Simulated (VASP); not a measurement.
Here is a VASP 6.6.1 calculation.

File INCAR:

```
PREC = Accurate
ENCUT = 520
EDIFF = 1E-6
ISMEAR = -1
SIGMA = 0.05
LREAL = Auto
LASPH = T
NELM = 80
ALGO = Normal
ISIF = 2
LWAVE = F
LCHARG = F
GGA = PE
NBANDS = 76
```

Contents of KPOINTS:

```
regular mesh
0
Gamma
  2 3 1
```

The input POSCAR:

```
H7C24N
1.0
    7.5731140000      0.0000000000      0.0000000000
    2.5243710000      4.3723390000      0.0000000000
    0.0000000000      0.0000000000     16.6764260000
H C N
7 24 1
Direct
    0.1111147773      0.1666613682      0.0599648870
    0.4444518959      0.1666613682      0.0599648870
    0.7777758100      0.1666613682      0.0599648870
    0.1111143667      0.6666683439      0.0599648870
    0.4444382808      0.6666683439      0.0599648870
    0.7777753994      0.6666683439      0.0599648870
    0.5989343852      0.4889145146      0.3946708965
    0.1111147773      0.1666613682      0.1259262626
    0.4444518959      0.1666613682      0.1259262626
    0.7777758100      0.1666613682      0.1259262626
    0.1111143667      0.6666683439      0.1259262626
    0.4444382808      0.6666683439      0.1259262626
    0.7777753994      0.6666683439      0.1259262626
   -0.1111075641      0.3333227364      0.1568261689
    0.2222295545      0.3333227364      0.1568261689
    0.5555534686      0.3333227364      0.1568261689
   -0.1111079747      0.8333297121      0.1568261689
    0.2222291440      0.8333297121      0.1568261689
    0.5555530580      0.8333297121      0.1568261689
   -0.1118135366      0.3334599627      0.2648229303
    0.2231523817      0.3332083811      0.2685767322
    0.5569070142      0.3330254127      0.2644691375
   -0.1128591932      0.8357311727      0.2666518593
    0.2230959078      0.8319574489      0.2680550377
    0.5557710074      0.8330323884      0.2643432112
   -0.0009506244      0.0016238448      0.2728222462
    0.3341213707     -0.0004116790      0.2717368818
    0.6655538884     -0.0000457421      0.2702497526
    0.0001251065      0.4997096520      0.2673054766
    0.3344859489      0.4982230335      0.2702137736
    0.6711278258      0.5021339837      0.2893545655
    0.7294371948      0.4944950517      0.4140575445
```

Potentials or basis: VASP PAW PBE potentials, release 64 (H, C, N).

Launch:

```sh
$ cat potpaw_PBE.64/H/POTCAR potpaw_PBE.64/C/POTCAR potpaw_PBE.64/N/POTCAR > POTCAR
$ mpirun -np 1 vasp_std > vasp.out
```

Predict the largest force.

4.002 eV/Å.

Forces on the atoms (eV/Å):
```
H   -0.015  0.010 -0.261
H    0.001  0.043 -0.179
H    0.031 -0.081 -0.271
H   -0.023  0.021 -0.261
H   -0.068  0.010 -0.294
H    0.079  0.005 -0.290
H   -0.355  0.034  1.893
C   -0.117  0.083  2.626
C    0.120 -0.097  2.815
C   -0.015  0.048  2.295
C    0.035 -0.033  2.568
C    0.029 -0.007  2.394
C   -0.077 -0.004  2.197
C   -0.228  0.221 -1.580
C   -0.206  0.180 -2.642
C    0.654  0.268 -1.524
C   -0.349  0.057 -2.356
C    0.209 -0.074 -2.330
C    0.066 -0.485 -1.566
C    0.524 -0.128 -2.330
C   -0.176 -0.132 -2.386
C    0.218  0.102 -1.806
C    0.138 -0.173 -1.958
C   -0.007  0.219 -2.010
C    0.063 -0.016 -1.949
C    0.006 -0.379  2.288
C   -0.462 -0.078  2.306
C    0.657 -0.040  2.284
C    0.317  0.233  2.402
C   -0.111  0.477  2.547
C    0.196 -0.195  1.215
N   -1.133 -0.090 -3.838
```

Caveat: the k points lie up to 0.48 Å⁻¹ apart.
